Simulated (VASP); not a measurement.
# KAg4Br (I4/mcm) in VASP: single point with PBEsol

Aim: the single point of KAg4Br with PBEsol.

Everything below comes from runs of VASP 6.6.1. Logs are shortened: lines on timing, memory, paths and dates and some standing lists are left out, and cuts for length are marked.

### 1 The cell of the first run

Symmetry: I4/mcm, No. 140, tetragonal system. The conventional cell has a = 8.393 Å, b = 8.393 Å, c = 10.795 Å, α = 90.00°, β = 90.00°, γ = 90.00°. Within 3.6 Å of Br (site symmetry mmm) lie 4 Ag at 2.74 Å. K (site symmetry 422) has 8 Ag at 3.25 Å within 4.3 Å. Within 3.6 Å of Ag (site symmetry m) lie 4 Ag at 2.67 to 3.56 Å and 1 Br at 2.74 Å and 2 K at 3.25 Å.

### 2 Single point, PBEsol

The input, INCAR:

```
SYSTEM = KAg4Br
PREC     = Accurate       ! precision mode
ENCUT    = 520            ! plane-wave cutoff, eV
EDIFF    = 1E-7           ! SCF threshold, eV
ISMEAR   = -1             ! smearing method
SIGMA    = 0.1            ! smearing width, eV
LREAL    = .False.        ! projectors in reciprocal space
LASPH    = .True.         ! aspherical terms in the spheres
NELM     = 100            ! most SCF steps
ALGO     = Normal         ! electronic algorithm
ISIF     = 2              ! what is computed and relaxed
LWAVE    = .False.        ! write WAVECAR
LCHARG   = .False.        ! write CHGCAR
GGA      = PS             ! functional
NBANDS   = 72             ! bands
```

The input, KPOINTS:

```
regular mesh
0
Gamma
  5 5 5
  0 0 0
```

The input, POSCAR:

```
KAg4Br
1.0
    0.0000000000      8.3925191404      0.0000003461
    8.3925191404      0.0000000000      0.0000003461
    4.1962597928      4.1962597928     -5.3974980319
Br K Ag
2 2 8
Direct
    0.5000000000      0.0000000000      0.0000000000
    0.0000000000      0.5000000000      0.0000000000
    0.7500000000      0.7500000000      0.5000000000
    0.2500000000      0.2500000000      0.5000000000
    0.4562800606     -0.0437199394      0.3872206948
   -0.0437199394      0.1564992446      0.3872206948
    0.1564992446      0.6564992446      0.3872206948
    0.6564992446      0.4562800606      0.3872206948
    1.0437199394      0.8435007554      0.6127793052
    0.5437199394      1.0437199394      0.6127793052
    0.3435007554      0.5437199394      0.6127793052
    0.8435007554      0.3435007554      0.6127793052
```

Potentials or basis: VASP PAW PBE potentials, release 64 (Br, K_sv, Ag).

Command:

```console
$ cat potpaw_PBE.64/Br/POTCAR potpaw_PBE.64/K_sv/POTCAR potpaw_PBE.64/Ag/POTCAR > POTCAR
$ mpirun -np 1 vasp_std > vasp.out
```

OUTCAR:

```text
SYSTEM = KAg4Br
   PREC = Accurate
   ENCUT = 520
   EDIFF = 1E-7
   ISMEAR = -1
   LREAL = .False.
   LASPH = .True.
   NELM = 100
   ISIF = 2
   GGA = PS

 ion  position               nearest neighbor table
   1  0.500  0.000  0.000-   7 2.74  12 2.74  10 2.74   5 2.74
   2  0.000  0.500  0.000-   6 2.74   8 2.74   9 2.74  11 2.74
   3  0.750  0.750  0.500-   6 3.25  11 3.25   7 3.25  12 3.25   5 3.25  10 3.25   9 3.25   8 3.25

   4  0.250  0.250  0.500-   8 3.25   9 3.25   7 3.25  12 3.25  10 3.25   5 3.25  11 3.25   6 3.25

   5  0.456  0.956  0.387-  10 2.67   1 2.74   9 2.79  11 2.79   4 3.25   3 3.25   7 3.56
   6  0.956  0.156  0.387-   9 2.67   2 2.74  10 2.79  12 2.79   3 3.25   4 3.25   8 3.56
   7  0.156  0.656  0.387-  12 2.67   1 2.74  11 2.79   9 2.79   4 3.25   3 3.25   5 3.56
   8  0.656  0.456  0.387-  11 2.67   2 2.74  10 2.79  12 2.79   4 3.25   3 3.25   6 3.56
   9  0.044  0.844  0.613-   6 2.67   2 2.74   5 2.79   7 2.79   4 3.25   3 3.25  11 3.56
  10  0.544  0.044  0.613-   5 2.67   1 2.74   6 2.79   8 2.79   4 3.25   3 3.25  12 3.56
  11  0.344  0.544  0.613-   8 2.67   2 2.74   5 2.79   7 2.79   3 3.25   4 3.25   9 3.56
  12  0.844  0.344  0.613-   7 2.67   1 2.74   6 2.79   8 2.79   4 3.25   3 3.25  10 3.56

  LATTYP: Found a body centered tetragonal cell.
 ALAT       =     8.3925191404
 C/A-ratio  =     1.2862641807

  Lattice vectors:

 A1 = (  -4.1962597928,   4.1962593476,   5.3974983780)
 A2 = (   4.1962593476,  -4.1962597928,   5.3974983780)
 A3 = (   4.1962597928,   4.1962597928,  -5.3974980319)

Analysis of symmetry for initial positions (statically):
=====================================================================
 Subroutine PRICEL returns:
 Original cell was already a primitive cell.

 Routine SETGRP: Setting up the symmetry group for a
 body centered tetragonal supercell.

 Subroutine GETGRP returns: Found 16 space group operations
 (whereof  8 operations were pure point group operations)
 out of a pool of 16 trial point group operations.

The static configuration has the point symmetry C_4h.
 The point group associated with its full space group is D_4h.

Analysis of symmetry for dynamics (positions and initial velocities):
=====================================================================
 Subroutine PRICEL returns:
 Original cell was already a primitive cell.

 Routine SETGRP: Setting up the symmetry group for a
 body centered tetragonal supercell.

 Subroutine GETGRP returns: Found 16 space group operations
 (whereof  8 operations were pure point group operations)
 out of a pool of 16 trial point group operations.

The dynamic configuration has the point symmetry C_4h.
 The point group associated with its full space group is D_4h.

 Subroutine INISYM returns: Found 16 space group operations
 (whereof  8 operations are pure point group operations),
 and found     1 'primitive' translations

----------------------------------------------------------------------------------------

                                     Primitive cell

  volume of cell :     380.1694

  direct lattice vectors                    reciprocal lattice vectors
     0.000000000  8.392519140  0.000000346    -0.000000004  0.119153731  0.092635512
     8.392519140  0.000000000  0.000000346     0.119153731 -0.000000004  0.092635512
     4.196259793  4.196259793 -5.397498032     0.000000008  0.000000008 -0.185271014

  length of vectors
     8.392519140  8.392519140  8.021856238     0.150926968  0.150926968  0.185271014

  position of ions in fractional coordinates (direct lattice)
     0.500000000  0.000000000  0.000000000
     0.000000000  0.500000000  0.000000000
     0.750000000  0.750000000  0.500000000
     0.250000000  0.250000000  0.500000000
     0.456280061  0.956280061  0.387220695
     0.956280061  0.156499245  0.387220695
     0.156499245  0.656499245  0.387220695
     0.656499245  0.456280061  0.387220695
     0.043719939  0.843500755  0.612779305
     0.543719939  0.043719939  0.612779305
     0.343500755  0.543719939  0.612779305
     0.843500755  0.343500755  0.612779305

  ion indices of the primitive-cell ions
   primitive index   ion index
                 1           1
                 2           2
                 3           3
                 4           4
                 5           5
                 6           6
                 7           7
                 8           8
                 9           9
                10          10
                11          11
                12          12

----------------------------------------------------------------------------------------

 KPOINTS: regular mesh

Automatic generation of k-mesh.
 Grid dimensions read from file:
 generate k-points for:    5    5    5

 Generating k-lattice:

  Cartesian coordinates                     Fractional coordinates (reciprocal lattice)
    -0.000000001  0.023830746  0.018527102     0.200000000  0.000000000 -0.000000000
     0.023830746 -0.000000001  0.018527102     0.000000000  0.200000000 -0.000000000
     0.000000002  0.000000002 -0.037054203     0.000000000  0.000000000  0.200000000

  Length of vectors
     0.030185394  0.030185394  0.037054203

  Shift w.r.t. Gamma in fractional coordinates (k-lattice)
     0.000000000  0.000000000  0.000000000

 Subroutine IBZKPT returns following result:
 ===========================================

 Found     18 irreducible k-points:

 Following reciprocal coordinates:
            Coordinates               Weight
  0.000000  0.000000  0.000000      1.000000
  0.200000  0.000000 -0.000000      8.000000
  0.400000  0.000000 -0.000000      8.000000
  0.200000  0.200000  0.000000      8.000000
  0.400000  0.200000 -0.000000     16.000000
 -0.400000  0.200000  0.000000     16.000000
[... 10 lines left out ...]
 -0.000000 -0.000000  0.400000      2.000000
 -0.200000  0.000000  0.400000      4.000000
   k-points           NKPTS =     18   k-points in BZ     NKDIM =     18   number of bands    NBANDS=     72
   number of dos      NEDOS =    301   number of ions     NIONS =     12
   total plane-waves  NPLWV = 245760
   dimension x,y,z NGX =    64 NGY =   64 NGZ =   60
   dimension x,y,z NGXF=   128 NGYF=  128 NGZF=  120
   ions per type =               2   2   8
   NGX,Y,Z   is equivalent  to a cutoff of  12.68, 12.68, 12.43 a.u.
   NGXF,Y,Z  is equivalent  to a cutoff of  25.36, 25.36, 24.87 a.u.
 SYSTEM =  KAg4Br
   PREC   = accura    normal or accurate (medium, high low for compatibility)
   ISTART =      0    job   : 0-new  1-cont  2-samecut
   ICHARG =      2    charge: 1-file 2-atom 10-const
   ISPIN  =      1    spin polarized calculation?
   LNONCOLLINEAR =      F non collinear calculations
   LSORBIT =      F    spin-orbit coupling
   LASPH  =      T    aspherical Exc in radial PAW
   ENCUT  =  520.0 eV  38.22 Ry    6.18 a.u.  15.60 15.60 14.92*2*pi/ulx,y,z
   NELM   =    100;   NELMIN=  2; NELMDL= -5     # of ELM steps
   EDIFF  = 0.1E-06   stopping-criterion for ELM
   LREAL  =      F    real-space projection
   EDIFFG = 0.1E-05   stopping-criterion for IOM
   NSW    =      0    number of steps for IOM
   IBRION =     -1    ionic relax: 0-MD 1-quasi-New 2-CG
   NFREE  =      0    steps in history (QN), initial steepest desc. (CG)
   ISIF   =      2    stress and relaxation
   ISYM   =      2    0-nonsym 1-usesym 2-fastsym
   POTIM  = 0.5000    time-step for ionic-motion
   TEBEG  =    0.0;   TEEND  =   0.0 temperature during run
   PSTRESS=    0.0 pullay stress
   NELECT =     120.0000    total number of electrons
   NUPDOWN=      -1.0000    fix difference up-down
   EMIN   =  10.00;   EMAX   =-10.00  energy-range for DOS
   EFERMI =   0.00;   METHOD = LEGACY
   ISMEAR =    -1;   SIGMA  =   0.10  broadening in eV -4-tet -1-fermi 0-gaus
   EFERMI_NEDOS =   21; number of points for ismear=-14 and -15
   IALGO  =     38    algorithm
   IMIX   =      4    mixing-type and parameters
     AMIX     =   0.40;   BMIX     =  1.00
     AMIX_MAG =   1.60;   BMIX_MAG =  1.00
  volume/ion in A,a.u.               =      31.68       213.79
  Fermi-wavevector in a.u.,A,eV,Ry     =   1.114661  2.106404 16.904822  1.242469
  Thomas-Fermi vector in A             =   2.251258
   LORBIT       =      0    0 simple, 1 ext, 2 COOP (PROOUT), +10 PAW based schemes
   GGA     = PS    functional components
   LHFCALC =     F    Hartree Fock is set to
   AEXX    =    0.0000 exact exchange contribution
   IVDW    =     0    specifies the selected vdW correction
   LEPSILON=     F    determine dielectric tensor
   LRPA    =     F    only Hartree local field effects (RPA)
 non-spin polarized calculation
  energy-cutoff  :      520.00
  volume of cell :      380.17
 maximum number of plane-waves:     10264
   NGX = 31   NGY = 31   NGZ = 29

 number of electron     120.0000009 magnetization

 Free energy of the ion-electron system (eV)
  ---------------------------------------------------
  ext. energy  EPLUGINS =         0.00000000
  ---------------------------------------------------
  free energy    TOTEN  =       -29.22621731 eV

  energy without entropy =      -29.16050925  energy(sigma->0) =      -29.19336328

 E-fermi :   2.1640     XC(G=0):  -8.3267

 val. band max:        2.0458620082   @ k =   0.0000   0.0000   0.0000
 cond. band min:       2.1800618198   @ k =  -0.0000  -0.0000   0.2000
 fundamental gap:      0.1341998116
 Fermi energy:         2.1639605148

 k-point     1 :       0.0000    0.0000    0.0000
  band No.  band energies     occupation
      1     -28.1306      2.00000
      2     -28.1300      2.00000
      3     -13.3758      2.00000
      4     -13.3566      2.00000
      5     -11.7675      2.00000
      6     -11.7617      2.00000
[... 64 lines left out ...]
     71       6.2885      0.00000
     72       6.4177      0.00000

 k-point     2 :       0.2000    0.0000   -0.0000
  band No.  band energies     occupation
      1     -28.1305      2.00000
      2     -28.1301      2.00000
      3     -13.3733      2.00000
      4     -13.3578      2.00000
      5     -11.7670      2.00000
      6     -11.7623      2.00000
[... 64 lines left out ...]
     71       6.4821      0.00000
     72       6.7675      0.00000

 k-point     3 :       0.4000    0.0000   -0.0000
  band No.  band energies     occupation
      1     -28.1304      2.00000
      2     -28.1302      2.00000
      3     -13.3675      2.00000
      4     -13.3616      2.00000
      5     -11.7656      2.00000
      6     -11.7638      2.00000
[... 1114 lines left out ...]
     71       6.7414      0.00000
     72       6.7416      0.00000

 k-point    18 :      -0.2000    0.0000    0.4000
  band No.  band energies     occupation
      1     -28.1304      2.00000
      2     -28.1302      2.00000
      3     -13.3682      2.00000
      4     -13.3573      2.00000
      5     -11.7686      2.00000
      6     -11.7605      2.00000
[... 64 lines left out ...]
     71       6.4849      0.00000
     72       6.5267      0.00000

------------------------ aborting loop because EDIFF is reached ----------------------------------------

  FORCE on cell =-STRESS in cart. coord.  units (eV):
  Direction    XX          YY          ZZ          XY          YZ          ZX
  --------------------------------------------------------------------------------------
  -------------------------------------------------------------------------------------
  Total        0.0088153      0.0088153     -0.0734342     -0.0000000      0.0000000      0.0000000
  in kB        0.0371509      0.0371509     -0.3094794     -0.0000000      0.0000000      0.0000000
  external PRESSURE =      -0.0783925 kB  Pullay stress =       0.0000000 kB

 VOLUME and BASIS-vectors are now :
 -----------------------------------------------------------------------------
  energy-cutoff  :      520.00
  volume of cell :      380.17
      direct lattice vectors                 reciprocal lattice vectors
     0.000000000  8.392519140  0.000000346    -0.000000004  0.119153731  0.092635512
     8.392519140  0.000000000  0.000000346     0.119153731 -0.000000004  0.092635512
     4.196259793  4.196259793 -5.397498032     0.000000008  0.000000008 -0.185271014

 POSITION                                       TOTAL-FORCE (eV/Angst)
 -----------------------------------------------------------------------------------
      0.00000      4.19626      0.00000         0.000000      0.000000      0.000000
      4.19626      0.00000      0.00000         0.000000      0.000000      0.000000
      8.39252      8.39252     -2.69875         0.000000      0.000000      0.000000
      4.19626      4.19626     -2.69875         0.000000      0.000000      0.000000
      9.65048      5.45422     -2.09002         0.002140      0.002140     -0.002861
      2.93830      9.65048     -2.09002        -0.002140      0.002140     -0.002861
      7.13456      2.93830     -2.09002        -0.002140     -0.002140     -0.002861
      5.45422      7.13456     -2.09002         0.002140     -0.002140     -0.002861
      9.65048      2.93830     -3.30747         0.002140     -0.002140      0.002861
      2.93830      7.13456     -3.30747        -0.002140     -0.002140      0.002861
      7.13456      5.45422     -3.30747        -0.002140      0.002140      0.002861
      5.45422      9.65048     -3.30747         0.002140      0.002140      0.002861
 -----------------------------------------------------------------------------------
    total drift:                               -0.000000     -0.000000     -0.000000

  FREE ENERGIE OF THE ION-ELECTRON SYSTEM (eV)
  ---------------------------------------------------
  free  energy   TOTEN  =       -29.2262173142 eV

  energy  without entropy=      -29.1605092531  energy(sigma->0) =      -29.19336328
```

Run time: 21 min. Hardware: 1 thread of Intel Xeon 8259CL, shared host; peak memory 0.81 GiB.

What came out:

* Free energy: -29.2262 eV
* Pressure: 0.0 GPa
* Largest force: 0.004 eV/Å
* Band gap on the k mesh: 0.03 eV (least direct gap 0.19 eV)

Forces on the atoms (eV/Å):
```
Br   0.000  0.000  0.000
Br   0.000  0.000  0.000
K    0.000  0.000  0.000
K    0.000  0.000  0.000
Ag   0.002  0.002 -0.003
Ag  -0.002  0.002 -0.003
Ag  -0.002 -0.002 -0.003
Ag   0.002 -0.002 -0.003
Ag   0.002 -0.002  0.003
Ag  -0.002 -0.002  0.003
Ag  -0.002  0.002  0.003
Ag   0.002  0.002  0.003
```

Levels at points of the mesh, in eV from the valence-band top:
```
           k point  band 58  band 59  band 60  band 61  band 62  band 63
(0.00, 0.00, 0.00)    -0.94    -0.94    -0.13     1.29     1.31     1.90
```

Caveat: the smearing spreads over this small gap; semilocal functionals underestimate gaps, and a narrow one can read as zero; the PAW data sets were made with another functional, which shifts forces and pressure a little. A k mesh can miss the band edges.

The gap in the log of VASP goes by the Fermi energy; the results here count the filled bands.